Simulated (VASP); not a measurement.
# Pt (Fm-3m) in VASP: notebook

The runs below take Pt through single point, with PBEsol.

All numbers are computed with VASP 6.6.1; they aren't measurements. Logs are shortened: lines on timing, memory, paths and dates and some standing lists are left out, and cuts for length are marked.

## Step 1: The cell of the first run

Symmetry: Fm-3m, No. 225, cubic system. The conventional cell has a = 3.756 Å, b = 3.756 Å, c = 3.756 Å, α = 90.00°, β = 90.00°, γ = 90.00°. Within 3.5 Å of Pt (site symmetry m-3m) lie 12 Pt at 2.66 Å.

## Step 2: Single point, PBEsol (volume scaled by 0.88)

The input, INCAR:

```
  PREC = Accurate
  ENCUT = 520
  EDIFF = 1E-6
  ISMEAR = -1
  SIGMA = 0.1
  LREAL = F
  LASPH = T
  NELM = 80
  ALGO = Normal
  ISIF = 2
  LWAVE = F
  LCHARG = T
  GGA = PS
  LELF = T
  LVHAR = T
  NBANDS = 11
```

The input, KPOINTS:

```
Automatic mesh
0
Gamma
  23 23 23
```

The input, POSCAR:

```
Pt
1.0
    0.0000000000      1.8779574035      1.8779574035
    1.8779574035      0.0000000000      1.8779574035
    1.8779574035      1.8779574035      0.0000000000
Pt
1
Direct
    0.0000000000      0.0000000000      0.0000000000
```

Potentials or basis: VASP PAW PBE potentials, release 64 (Pt).

The run is started by

```
$ cat potpaw_PBE.64/Pt/POTCAR > POTCAR
$ mpirun -np 1 vasp_std > vasp.out
```

OUTCAR:

```text
PREC = Accurate
   ENCUT = 520
   EDIFF = 1E-6
   ISMEAR = -1
   LREAL = F
   LASPH = T
   NELM = 80
   ISIF = 2
   GGA = PS

 ion  position               nearest neighbor table
   1  0.000  0.000  0.000-

  LATTYP: Found a face centered cubic cell.
 ALAT       =     3.7559148070

  Lattice vectors:

 A1 = (   0.0000000000,   1.8779574035,   1.8779574035)
 A2 = (   1.8779574035,   0.0000000000,   1.8779574035)
 A3 = (   1.8779574035,   1.8779574035,   0.0000000000)

Analysis of symmetry for initial positions (statically):
=====================================================================
 Subroutine PRICEL returns:
 Original cell was already a primitive cell.

 Routine SETGRP: Setting up the symmetry group for a
 face centered cubic supercell.

 Subroutine GETGRP returns: Found 48 space group operations
 (whereof 48 operations were pure point group operations)
 out of a pool of 48 trial point group operations.

The static configuration has the point symmetry O_h .

Analysis of symmetry for dynamics (positions and initial velocities):
=====================================================================
 Subroutine PRICEL returns:
 Original cell was already a primitive cell.

 Routine SETGRP: Setting up the symmetry group for a
 face centered cubic supercell.

 Subroutine GETGRP returns: Found 48 space group operations
 (whereof 48 operations were pure point group operations)
 out of a pool of 48 trial point group operations.

The dynamic configuration has the point symmetry O_h .

 Subroutine INISYM returns: Found 48 space group operations
 (whereof 48 operations are pure point group operations),
 and found     1 'primitive' translations

----------------------------------------------------------------------------------------

                                     Primitive cell

  volume of cell :      13.2461

  direct lattice vectors                    reciprocal lattice vectors
     0.000000000  1.877957403  1.877957403    -0.266246721  0.266246721  0.266246721
     1.877957403  0.000000000  1.877957403     0.266246721 -0.266246721  0.266246721
     1.877957403  1.877957403  0.000000000     0.266246721  0.266246721 -0.266246721

  length of vectors
     2.655832830  2.655832830  2.655832830     0.461152847  0.461152847  0.461152847

  position of ions in fractional coordinates (direct lattice)
     0.000000000  0.000000000  0.000000000

  ion indices of the primitive-cell ions
   primitive index   ion index
                 1           1

----------------------------------------------------------------------------------------

 KPOINTS: Automatic mesh

Automatic generation of k-mesh.
 Grid dimensions read from file:
 generate k-points for:   23   23   23

 Generating k-lattice:

  Cartesian coordinates                     Fractional coordinates (reciprocal lattice)
    -0.011575944  0.011575944  0.011575944     0.043478261  0.000000000  0.000000000
     0.011575944 -0.011575944  0.011575944     0.000000000  0.043478261  0.000000000
     0.011575944  0.011575944 -0.011575944     0.000000000  0.000000000  0.043478261

  Length of vectors
     0.020050124  0.020050124  0.020050124

  Shift w.r.t. Gamma in fractional coordinates (k-lattice)
     0.000000000  0.000000000  0.000000000

 Subroutine IBZKPT returns following result:
 ===========================================

 Found    364 irreducible k-points:

 Following reciprocal coordinates:
            Coordinates               Weight
  0.000000  0.000000  0.000000      1.000000
  0.043478  0.000000  0.000000      8.000000
  0.086957  0.000000  0.000000      8.000000
  0.130435  0.000000  0.000000      8.000000
  0.173913  0.000000  0.000000      8.000000
  0.217391  0.000000  0.000000      8.000000
[... 16 lines left out ...]
  0.478261  0.043478  0.000000     24.000000
 -0.478261  0.043478  0.000000     24.000000
 [... further k-points ...]
   k-points           NKPTS =    364   k-points in BZ     NKDIM =    364   number of bands    NBANDS=     11
   number of dos      NEDOS =    301   number of ions     NIONS =      1
   total plane-waves  NPLWV =   8000
   dimension x,y,z NGX =    20 NGY =   20 NGZ =   20
   dimension x,y,z NGXF=    40 NGYF=   40 NGZF=   40
   ions per type =               1
   NGX,Y,Z   is equivalent  to a cutoff of  12.52, 12.52, 12.52 a.u.
   NGXF,Y,Z  is equivalent  to a cutoff of  25.04, 25.04, 25.04 a.u.
 SYSTEM =  unknown system
   PREC   = accura    normal or accurate (medium, high low for compatibility)
   ISTART =      0    job   : 0-new  1-cont  2-samecut
   ICHARG =      2    charge: 1-file 2-atom 10-const
   ISPIN  =      1    spin polarized calculation?
   LNONCOLLINEAR =      F non collinear calculations
   LSORBIT =      F    spin-orbit coupling
   LASPH  =      T    aspherical Exc in radial PAW
   ENCUT  =  520.0 eV  38.22 Ry    6.18 a.u.   4.94  4.94  4.94*2*pi/ulx,y,z
   NELM   =     80;   NELMIN=  2; NELMDL= -5     # of ELM steps
   EDIFF  = 0.1E-05   stopping-criterion for ELM
   LREAL  =      F    real-space projection
   EDIFFG = 0.1E-04   stopping-criterion for IOM
   NSW    =      0    number of steps for IOM
   IBRION =     -1    ionic relax: 0-MD 1-quasi-New 2-CG
   NFREE  =      0    steps in history (QN), initial steepest desc. (CG)
   ISIF   =      2    stress and relaxation
   ISYM   =      2    0-nonsym 1-usesym 2-fastsym
   POTIM  = 0.5000    time-step for ionic-motion
   TEBEG  =    0.0;   TEEND  =   0.0 temperature during run
   PSTRESS=    0.0 pullay stress
   NELECT =      10.0000    total number of electrons
   NUPDOWN=      -1.0000    fix difference up-down
   EMIN   =  10.00;   EMAX   =-10.00  energy-range for DOS
   EFERMI =   0.00;   METHOD = LEGACY
   ISMEAR =    -1;   SIGMA  =   0.10  broadening in eV -4-tet -1-fermi 0-gaus
   EFERMI_NEDOS =   21; number of points for ismear=-14 and -15
   IALGO  =     38    algorithm
   IMIX   =      4    mixing-type and parameters
     AMIX     =   0.40;   BMIX     =  1.00
     AMIX_MAG =   1.60;   BMIX_MAG =  1.00
  volume/ion in A,a.u.               =      13.25        89.39
  Fermi-wavevector in a.u.,A,eV,Ry     =   1.490662  2.816942 30.233129  2.222072
  Thomas-Fermi vector in A             =   2.603415
   LORBIT       =      0    0 simple, 1 ext, 2 COOP (PROOUT), +10 PAW based schemes
   GGA     = PS    functional components
   LHFCALC =     F    Hartree Fock is set to
   AEXX    =    0.0000 exact exchange contribution
   IVDW    =     0    specifies the selected vdW correction
   LEPSILON=     F    determine dielectric tensor
   LRPA    =     F    only Hartree local field effects (RPA)
 non-spin polarized calculation
  energy-cutoff  :      520.00
  volume of cell :       13.25
 maximum number of plane-waves:       368
   NGX =  9   NGY =  9   NGZ =  9

 number of electron      10.0000001 magnetization

 Free energy of the ion-electron system (eV)
  ---------------------------------------------------
  ext. energy  EPLUGINS =         0.00000000
  ---------------------------------------------------
  free energy    TOTEN  =        -6.74093870 eV

  energy without entropy =       -6.69485011  energy(sigma->0) =       -6.71789440

 E-fermi :  13.8028     XC(G=0): -14.4056

 val. band max:       13.7977686267   @ k =  -0.4783   0.0870   0.0435
 cond. band min:      13.8054799259   @ k =  -0.4783   0.1304   0.0435
 fundamental gap:      0.0077112993
 Fermi energy:        13.8028383212

 k-point     1 :       0.0000    0.0000    0.0000
  band No.  band energies     occupation
      1       1.9353      2.00000
      2       9.0948      2.00000
      3       9.0948      2.00000
      4       9.0948      2.00000
      5      11.7863      2.00000
      6      11.7863      2.00000
      7      27.9284      0.00000
      8      33.6423      0.00000
      9      33.6423      0.00000
     10      33.6423      0.00000
     11      39.4333      0.00000

 k-point     2 :       0.0435    0.0000    0.0000
  band No.  band energies     occupation
      1       2.0227      2.00000
      2       9.0498      2.00000
      3       9.1322      2.00000
      4       9.1322      2.00000
      5      11.7622      2.00000
      6      11.7622      2.00000
      7      28.0784      0.00000
      8      33.1978      0.00000
      9      33.7874      0.00000
     10      33.7874      0.00000
     11      39.9695      0.00000

 k-point     3 :       0.0870    0.0000    0.0000
  band No.  band energies     occupation
      1       2.2795      2.00000
      2       8.9272      2.00000
      3       9.2360      2.00000
      4       9.2360      2.00000
      5      11.7015      2.00000
      6      11.7015      2.00000
      7      28.5066      0.00000
      8      32.1855      0.00000
      9      34.2155      0.00000
     10      34.2155      0.00000
     11      41.1589      0.00000

 k-point     4 :       0.1304    0.0000    0.0000
  band No.  band energies     occupation
      1       2.6879      2.00000
      2       8.7628      2.00000
      3       9.3787      2.00000
      4       9.3787      2.00000
      5      11.6404      2.00000
      6      11.6404      2.00000
      7      29.1376      0.00000
      8      31.0003      0.00000
      9      34.9061      0.00000
     10      34.9061      0.00000
     11      41.6630      0.00000
[... 239 lines left out ...]
 k-point    22 :       0.4348    0.0435    0.0000
  band No.  band energies     occupation
      1       5.0179      2.00000
      2       9.0078      2.00000
      3       9.1596      2.00000
      4      11.3016      2.00000
      5      13.7142      1.41618
      6      13.7736      1.14510
      7      22.0474      0.00000
      8      28.0464      0.00000
      9      33.8921      0.00000
     10      34.4544      0.00000
     11      42.9435      0.00000

 k-point    23 :       0.4783    0.0435    0.0000
  band No.  band energies     occupation
      1       5.0072      2.00000
      2       8.9463      2.00000
      3       9.0866      2.00000
      4      11.9818      2.00000
      5      13.8669      0.69031
      6      14.2393      0.02511
      7      20.9753      0.00000
      8      27.7533      0.00000
      9      33.5182      0.00000
     10      33.7120      0.00000
     11      43.9243      0.00000

 k-point    24 :      -0.4783    0.0435    0.0000
  band No.  band energies     occupation
      1       5.0031      2.00000
      2       8.9374      2.00000
      3       9.0607      2.00000
      4      12.1920      2.00000
      5      13.8356      0.83758
      6      14.4355      0.00357
      7      20.6625      0.00000
      8      27.6813      0.00000
      9      33.3710      0.00000
     10      33.5739      0.00000
     11      44.3410      0.00000

 [... further k-points ...]
[... 5 lines left out ...]
  --------------------------------------------------------------------------------------
  -------------------------------------------------------------------------------------
  Total        4.2309435      4.2309435      4.2309435      0.0000000      0.0000000     -0.0000000
  in kB      511.7532394    511.7532394    511.7532394      0.0000000      0.0000000     -0.0000000
  external PRESSURE =     511.7532394 kB  Pullay stress =       0.0000000 kB

 VOLUME and BASIS-vectors are now :
 -----------------------------------------------------------------------------
  energy-cutoff  :      520.00
  volume of cell :       13.25
      direct lattice vectors                 reciprocal lattice vectors
     0.000000000  1.877957403  1.877957403    -0.266246721  0.266246721  0.266246721
     1.877957403  0.000000000  1.877957403     0.266246721 -0.266246721  0.266246721
     1.877957403  1.877957403  0.000000000     0.266246721  0.266246721 -0.266246721

 POSITION                                       TOTAL-FORCE (eV/Angst)
 -----------------------------------------------------------------------------------
      0.00000      0.00000      0.00000         0.000000      0.000000      0.000000
 -----------------------------------------------------------------------------------
    total drift:                                0.000000      0.000000     -0.000000

  FREE ENERGIE OF THE ION-ELECTRON SYSTEM (eV)
  ---------------------------------------------------
  free  energy   TOTEN  =        -6.7409386993 eV

  energy  without entropy=       -6.6948501056  energy(sigma->0) =       -6.71789440
```

It took 27 s on 1 thread of Intel Xeon 6975P-C (Granite Rapids), shared host; peak memory 0.17 GiB.

What came out:

```
Free energy            : -6.7409 eV
Pressure               : 51.2 GPa
Band gap on the k mesh : zero (band 5 reaches 14.41 eV, above the bottom of band 6 at 11.64 eV)
```

Caveat: the PAW data sets were made with another functional, which shifts forces and pressure a little; spin-orbit coupling is left out, which moves the levels of the heavy elements.

(Continued in part 2 of 2.)
